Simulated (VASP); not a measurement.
Runs of VASP 6.6.1 on S. The structure is that of space group Pm-3m (No. 221), or close to it. The cells are those of the table. 

| task | cell | cutoff (eV) | gap on the mesh (eV) | pressure (GPa) |
| --- | --- | --- | --- | --- |
| single point | a = 2.582 Å, 1 atom | 520 | none | -0.2 |
| single point | a = 2.497 Å, 1 atom | 520 | none | 9.8 |
| relaxation of cell and atoms | relaxed to 10 GPa from a = 2.730 Å, 1 atom | 600 | none | 9.8 |
| relaxation of cell and atoms | relaxed to 30 GPa from a = 2.730 Å, 1 atom | 600 | none | 29.7 |
| single point | a = 2.391 Å, 1 atom | 520 | none | 29.7 |
| relaxation of cell and atoms | relaxed from a = 2.730 Å, 1 atom | 600 | none | 0.0 |
| single point | a = 2.440 Å, 1 atom | 520 | none | (a) |
| relaxation of cell and atoms | relaxed to 20 GPa from a = 2.730 Å, 1 atom | 600 | none | 20.0 |

Alike in all rows: level PBE; potentials or basis VASP PAW PBE potentials, release 64 (S); no spin polarisation; k mesh 17 × 17 × 17; smearing methfessel-paxton 0.05 eV.

Question: Fill in the values left out.

Answer: (a) 19.8.

Caveats: the cell is relaxed towards a set pressure, so the enthalpy falls and the energy may rise (some runs).

A gap of «none» marks levels without a gap at the run's occupations.
